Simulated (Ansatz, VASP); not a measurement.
## Two plane-wave programs on RuC2

```
CELL_PARAMETERS angstrom
2.48923 0.00000 0.00000
-1.24462 2.15574 0.00000
0.00000 0.00000 8.97609
ATOMIC_POSITIONS crystal
Ru 0.00000 0.00000 0.00000
C 0.33333 0.66667 0.50000
C 0.66667 0.33333 0.50000
```

Alike in both runs: functional PBE; k mesh 24 × 24 × 6; occupations gaussian, width 0.1 eV; no spin polarisation.

Ansatz relaxed the structure, and its values are those at the end. VASP's run is a single point on that final structure, the one shown.

|  | VASP | Ansatz |
| --- | --- | --- |
| version | VASP 6.6.1 | Ansatz 0.2.0 |
| potentials or method | VASP PAW PBE potentials, release 64 (Ru_pv, C), cutoff 520 eV | scalar-relativistic, plane waves, PAW |
| valence electrons in the cell | 22 | 24 |

|  | VASP | Ansatz | Ansatz less VASP |
| --- | --- | --- | --- |
| gap on the k mesh at the Fermi level (eV) | none | none | - |
| pressure (GPa) | 0.2 | 0.0 | -0.18 |

A gap of «none» marks a metal or a gap that the smearing closes. VASP's potentials hold 22 valence electrons a cell and Ansatz's 24, so a difference there can come from the potentials and not from the codes.
